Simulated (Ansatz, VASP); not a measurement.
CuI: VASP beside Ansatz

```
CELL_PARAMETERS angstrom
3.32379 -3.45485 0.00000
3.32379 3.45485 0.00000
0.00000 0.00000 4.23175
ATOMIC_POSITIONS crystal
Cu 0.41468 0.58532 0.75000
Cu 0.58532 0.41468 0.25000
I 0.78590 0.21410 0.75000
I 0.21410 0.78590 0.25000
```

Change from the starting cell: volume scaled by 0.985, atoms relaxed by PAW.

Alike in both runs: functional LDA; k mesh 4 × 4 × 4; no spin polarisation.

Ansatz relaxed the structure, and its values are those at the end. VASP's run is a single point on that final structure, the one shown.

|  | VASP | Ansatz |
| --- | --- | --- |
| version | VASP 6.6.1 | Ansatz 0.2.0 |
| potentials or method | VASP PAW LDA potentials, release 64 (Cu, I) | PAW with Ansatz's default frozen-core files, scalar-relativistic |
| plane-wave cutoff (eV) | 520 | 420 |
| occupations | gaussian, width 0.01 eV | fixed |
| valence electrons in the cell | 36 | 72 |

VASP gave:

| Quantity | Value |
| --- | --- |
| gap on the k mesh at the Fermi level (eV) | 0.84 |
| pressure (GPa) | 0.4 |
| rms of the force components (eV/Å) | 0.010 |

**Question.** Which values does Ansatz return?

**Answer.** gap on the k mesh at the Fermi level (eV): 0.79; pressure (GPa): 0.5; rms of the force components (eV/Å): 0.000.

LDA's correlation is that of Perdew and Zunger in VASP and of Perdew and Wang (1992) in Ansatz. VASP's potentials hold 36 valence electrons a cell and Ansatz's 72, so a difference there can come from the potentials and not from the codes. Ansatz's warnings: stress scf threshold loose.

Spin-orbit coupling is off throughout.
